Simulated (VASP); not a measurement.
Here is a VASP 6.6.1 calculation.

The input INCAR:

```
  PREC = Accurate
  ENCUT = 500
  EDIFF = 1E-6
  ISMEAR = 0
  SIGMA = 0.1
  LREAL = False
  LASPH = True
  NELM = 120
  ALGO = Normal
  ISIF = 2
  LWAVE = False
  LCHARG = True
  GGA = PE
  LELF = True
  LVHAR = True
  NBANDS = 18
  GGA_COMPAT = False
```

File KPOINTS:

```
regular mesh
0
Gamma
  18 18 12
```

The input POSCAR:

```
Au
1.0
    2.0165796369      2.0165796369      0.0000000000
   -2.0165796369      2.0165796369      0.0000000000
    0.0000000000      0.0000000000      4.0331592739
Au
2
Direct
    0.0000000000      0.0000000000      0.0000000000
    0.5000000000      0.5000000000      0.5000000000
```

Potentials or basis: VASP PAW PBE potentials, release 64 (Au).

Run with:

```sh
$ cat potpaw_PBE.64/Au/POTCAR > POTCAR
$ mpirun -np 1 vasp_std > vasp.out
```

Problem. Predict the pressure.

Solution. 16.4 GPa.

Problem. What does it give for the band gap on the k mesh?

Solution. Zero (bands 11 and 12 overlap by 7.69 eV).

Caveat: the cell stands under pressure; spin-orbit coupling is left out, which moves the levels of the heavy elements.
